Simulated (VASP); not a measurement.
# Pb (Fm-3m) in VASP: single point with PBEsol

Aim: the single point of Pb with PBEsol.

All numbers are computed with VASP 6.6.1; they aren't measurements. Logs are shortened: lines on timing, memory, paths and dates and some standing lists are left out, and cuts for length are marked.

### 1 The cell of the first run

It takes space group Fm-3m (No. 225, cubic). Conventional cell: a = 6.121 Å, b = 6.121 Å, c = 6.121 Å, α = 90.00°, β = 90.00°, γ = 90.00°. Within 5.7 Å of Pb (site symmetry m-3m) lie 12 Pb at 4.33 Å.

### 2 Single point, PBEsol

Contents of INCAR:

```
PREC = Accurate
ENCUT = 500
EDIFF = 1E-6
ISMEAR = -1
SIGMA = 0.1
LREAL = F
LASPH = T
NELM = 120
ALGO = Normal
ISIF = 2
LWAVE = F
LCHARG = T
GGA = PS
LELF = T
LVHAR = T
NBANDS = 13
GGA_COMPAT = F
```

Contents of KPOINTS:

```
regular mesh
0
Gamma
  5 5 5
```

Contents of POSCAR:

```
Pb
1.0
    0.0000000000      3.0606500000      3.0606500000
    3.0606500000      0.0000000000      3.0606500000
    3.0606500000      3.0606500000      0.0000000000
Pb
1
Direct
    0.0000000000      0.0000000000      0.0000000000
```

Potentials or basis: VASP PAW PBE potentials, release 64 (Pb_d).

Run with:

```console
cat potpaw_PBE.64/Pb_d/POTCAR > POTCAR
mpirun -np 1 vasp_std > vasp.out
```

OUTCAR:

```text
PREC = Accurate
   ENCUT = 500
   EDIFF = 1E-6
   ISMEAR = -1
   LREAL = F
   LASPH = T
   NELM = 120
   ISIF = 2
   GGA = PS

 ion  position               nearest neighbor table
   1  0.000  0.000  0.000-

  LATTYP: Found a face centered cubic cell.
 ALAT       =     6.1213000000

  Lattice vectors:

 A1 = (   0.0000000000,   3.0606500000,   3.0606500000)
 A2 = (   3.0606500000,   0.0000000000,   3.0606500000)
 A3 = (   3.0606500000,   3.0606500000,   0.0000000000)

Analysis of symmetry for initial positions (statically):
=====================================================================
 Subroutine PRICEL returns:
 Original cell was already a primitive cell.

 Routine SETGRP: Setting up the symmetry group for a
 face centered cubic supercell.

 Subroutine GETGRP returns: Found 48 space group operations
 (whereof 48 operations were pure point group operations)
 out of a pool of 48 trial point group operations.

The static configuration has the point symmetry O_h .

Analysis of symmetry for dynamics (positions and initial velocities):
=====================================================================
 Subroutine PRICEL returns:
 Original cell was already a primitive cell.

 Routine SETGRP: Setting up the symmetry group for a
 face centered cubic supercell.

 Subroutine GETGRP returns: Found 48 space group operations
 (whereof 48 operations were pure point group operations)
 out of a pool of 48 trial point group operations.

The dynamic configuration has the point symmetry O_h .

 Subroutine INISYM returns: Found 48 space group operations
 (whereof 48 operations are pure point group operations),
 and found     1 'primitive' translations

----------------------------------------------------------------------------------------

                                     Primitive cell

  volume of cell :      57.3418

  direct lattice vectors                    reciprocal lattice vectors
     0.000000000  3.060650000  3.060650000    -0.163363991  0.163363991  0.163363991
     3.060650000  0.000000000  3.060650000     0.163363991 -0.163363991  0.163363991
     3.060650000  3.060650000  0.000000000     0.163363991  0.163363991 -0.163363991

  length of vectors
     4.328412740  4.328412740  4.328412740     0.282954733  0.282954733  0.282954733

  position of ions in fractional coordinates (direct lattice)
     0.000000000  0.000000000  0.000000000

  ion indices of the primitive-cell ions
   primitive index   ion index
                 1           1

----------------------------------------------------------------------------------------

 KPOINTS: regular mesh

Automatic generation of k-mesh.
 Grid dimensions read from file:
 generate k-points for:    5    5    5

 Generating k-lattice:

  Cartesian coordinates                     Fractional coordinates (reciprocal lattice)
    -0.032672798  0.032672798  0.032672798     0.200000000  0.000000000  0.000000000
     0.032672798 -0.032672798  0.032672798     0.000000000  0.200000000  0.000000000
     0.032672798  0.032672798 -0.032672798     0.000000000  0.000000000  0.200000000

  Length of vectors
     0.056590947  0.056590947  0.056590947

  Shift w.r.t. Gamma in fractional coordinates (k-lattice)
     0.000000000  0.000000000  0.000000000

 Subroutine IBZKPT returns following result:
 ===========================================

 Found     10 irreducible k-points:

 Following reciprocal coordinates:
            Coordinates               Weight
  0.000000  0.000000  0.000000      1.000000
  0.200000  0.000000  0.000000      8.000000
  0.400000  0.000000  0.000000      8.000000
  0.200000  0.200000  0.000000      6.000000
  0.400000  0.200000  0.000000     24.000000
 -0.400000  0.200000  0.000000     24.000000
 -0.200000  0.200000  0.000000     12.000000
  0.400000  0.400000  0.000000      6.000000
 -0.400000  0.400000  0.000000     12.000000
 -0.400000  0.400000  0.200000     24.000000
   k-points           NKPTS =     10   k-points in BZ     NKDIM =     10   number of bands    NBANDS=     13
   number of dos      NEDOS =    301   number of ions     NIONS =      1
   total plane-waves  NPLWV =  32768
   dimension x,y,z NGX =    32 NGY =   32 NGZ =   32
   dimension x,y,z NGXF=    64 NGYF=   64 NGZF=   64
   ions per type =               1
   NGX,Y,Z   is equivalent  to a cutoff of  12.29, 12.29, 12.29 a.u.
   NGXF,Y,Z  is equivalent  to a cutoff of  24.58, 24.58, 24.58 a.u.
 SYSTEM =  unknown system
   PREC   = accura    normal or accurate (medium, high low for compatibility)
   ISTART =      0    job   : 0-new  1-cont  2-samecut
   ICHARG =      2    charge: 1-file 2-atom 10-const
   ISPIN  =      1    spin polarized calculation?
   LNONCOLLINEAR =      F non collinear calculations
   LSORBIT =      F    spin-orbit coupling
   LASPH  =      T    aspherical Exc in radial PAW
   ENCUT  =  500.0 eV  36.75 Ry    6.06 a.u.   7.89  7.89  7.89*2*pi/ulx,y,z
   NELM   =    120;   NELMIN=  2; NELMDL= -5     # of ELM steps
   EDIFF  = 0.1E-05   stopping-criterion for ELM
   LREAL  =      F    real-space projection
   EDIFFG = 0.1E-04   stopping-criterion for IOM
   NSW    =      0    number of steps for IOM
   IBRION =     -1    ionic relax: 0-MD 1-quasi-New 2-CG
   NFREE  =      0    steps in history (QN), initial steepest desc. (CG)
   ISIF   =      2    stress and relaxation
   ISYM   =      2    0-nonsym 1-usesym 2-fastsym
   POTIM  = 0.5000    time-step for ionic-motion
   TEBEG  =    0.0;   TEEND  =   0.0 temperature during run
   PSTRESS=    0.0 pullay stress
   NELECT =      14.0000    total number of electrons
   NUPDOWN=      -1.0000    fix difference up-down
   EMIN   =  10.00;   EMAX   =-10.00  energy-range for DOS
   EFERMI =   0.00;   METHOD = LEGACY
   ISMEAR =    -1;   SIGMA  =   0.10  broadening in eV -4-tet -1-fermi 0-gaus
   EFERMI_NEDOS =   21; number of points for ismear=-14 and -15
   IALGO  =     38    algorithm
   IMIX   =      4    mixing-type and parameters
     AMIX     =   0.40;   BMIX     =  1.00
     AMIX_MAG =   1.60;   BMIX_MAG =  1.00
  volume/ion in A,a.u.               =      57.34       386.96
  Fermi-wavevector in a.u.,A,eV,Ry     =   1.023200  1.933568 14.244458  1.046938
  Thomas-Fermi vector in A             =   2.156921
   LORBIT       =      0    0 simple, 1 ext, 2 COOP (PROOUT), +10 PAW based schemes
   GGA     = PS    functional components
   LHFCALC =     F    Hartree Fock is set to
   AEXX    =    0.0000 exact exchange contribution
   IVDW    =     0    specifies the selected vdW correction
   LEPSILON=     F    determine dielectric tensor
   LRPA    =     F    only Hartree local field effects (RPA)
 non-spin polarized calculation
  energy-cutoff  :      500.00
  volume of cell :       57.34
 maximum number of plane-waves:      1476
   NGX = 15   NGY = 15   NGZ = 15

 number of electron      13.9999999 magnetization

 Free energy of the ion-electron system (eV)
  ---------------------------------------------------
  ext. energy  EPLUGINS =         0.00000000
  ---------------------------------------------------
  free energy    TOTEN  =        -2.94552220 eV

  energy without entropy =       -2.90456833  energy(sigma->0) =       -2.92504526

 E-fermi :   1.9117     XC(G=0):  -7.6460

 val. band max:        1.8891830543   @ k =  -0.4000   0.4000   0.0000
 cond. band min:       1.9698303870   @ k =  -0.4000   0.4000   0.2000
 fundamental gap:      0.0806473326
 Fermi energy:         1.9117278207

 k-point     1 :       0.0000    0.0000    0.0000
  band No.  band energies     occupation
      1     -15.2265      2.00000
      2     -15.2265      2.00000
      3     -15.2265      2.00000
      4     -15.2108      2.00000
      5     -15.2108      2.00000
      6      -7.1591      2.00000
      7       5.3107      0.00000
      8       5.3107      0.00000
      9       5.3107      0.00000
     10       6.8161      0.00000
     11      10.6332      0.00000
     12      10.7297      0.00000
     13      10.7297      0.00000

 k-point     2 :       0.2000    0.0000    0.0000
  band No.  band energies     occupation
      1     -15.2247      2.00000
      2     -15.2222      2.00000
      3     -15.2222      2.00000
      4     -15.2082      2.00000
      5     -15.2082      2.00000
      6      -6.8548      2.00000
      7       2.6561      0.00117
      8       5.0244      0.00000
      9       5.0244      0.00000
     10       7.9179      0.00000
     11      10.4069      0.00000
     12      11.0061      0.00000
     13      11.0061      0.00000

 k-point     3 :       0.4000    0.0000    0.0000
  band No.  band energies     occupation
      1     -15.2240      2.00000
      2     -15.2240      2.00000
      3     -15.2222      2.00000
      4     -15.1955      2.00000
      5     -15.1955      2.00000
      6      -6.2249      2.00000
      7       0.3265      2.00000
      8       4.6479      0.00000
      9       4.6479      0.00000
     10       7.4433      0.00000
     11      10.2003      0.00000
     12      10.2003      0.00000
     13      10.2427      0.00000
[... 81 lines left out ...]
 k-point     9 :      -0.4000    0.4000    0.0000
  band No.  band energies     occupation
      1     -15.2349      2.00000
      2     -15.2222      2.00000
      3     -15.1992      2.00000
      4     -15.1952      2.00000
      5     -15.1918      2.00000
      6      -5.7263      2.00000
      7       0.7579      1.99998
      8       1.8892      1.11225
      9       3.4065      0.00000
     10       6.6798      0.00000
     11       8.9090      0.00000
     12      13.7409      0.00000
     13      13.8369      0.00000

 k-point    10 :      -0.4000    0.4000    0.2000
  band No.  band energies     occupation
      1     -15.2232      2.00000
      2     -15.2217      2.00000
      3     -15.2095      2.00000
      4     -15.1996      2.00000
      5     -15.1923      2.00000
      6      -5.8210      2.00000
      7       0.9691      1.99984
      8       1.9698      0.71739
      9       3.0368      0.00003
     10       8.4327      0.00000
     11       9.7249      0.00000
     12      10.2792      0.00000
     13      13.0958      0.00000

------------------------ aborting loop because EDIFF is reached ----------------------------------------

  FORCE on cell =-STRESS in cart. coord.  units (eV):
  Direction    XX          YY          ZZ          XY          YZ          ZX
  --------------------------------------------------------------------------------------
  -------------------------------------------------------------------------------------
  Total       -2.3948513     -2.3948513     -2.3948513     -0.0000000      0.0000000     -0.0000000
  in kB      -66.9141768    -66.9141768    -66.9141768     -0.0000000      0.0000000     -0.0000000
  external PRESSURE =     -66.9141768 kB  Pullay stress =       0.0000000 kB

 VOLUME and BASIS-vectors are now :
 -----------------------------------------------------------------------------
  energy-cutoff  :      500.00
  volume of cell :       57.34
      direct lattice vectors                 reciprocal lattice vectors
     0.000000000  3.060650000  3.060650000    -0.163363991  0.163363991  0.163363991
     3.060650000  0.000000000  3.060650000     0.163363991 -0.163363991  0.163363991
     3.060650000  3.060650000  0.000000000     0.163363991  0.163363991 -0.163363991

 POSITION                                       TOTAL-FORCE (eV/Angst)
 -----------------------------------------------------------------------------------
      0.00000      0.00000      0.00000         0.000000      0.000000     -0.000000
 -----------------------------------------------------------------------------------
    total drift:                                0.000000      0.000000     -0.000000

  FREE ENERGIE OF THE ION-ELECTRON SYSTEM (eV)
  ---------------------------------------------------
  free  energy   TOTEN  =        -2.9455221981 eV

  energy  without entropy=       -2.9045683299  energy(sigma->0) =       -2.92504526
```

Run time: 10 s. Hardware: 1 thread of Intel Xeon Platinum 8375C at 2.90GHz (Ice Lake), shared host; peak memory 0.17 GiB.

What came out:

* Free energy: -2.9455 eV
* Pressure: -6.7 GPa
* Band gap on the k mesh: zero (band 7 reaches 5.31 eV, above the bottom of band 8 at 1.89 eV)

Caveat: the PAW data sets were made with another functional, which shifts forces and pressure a little; spin-orbit coupling is left out, which moves the levels of the heavy elements.
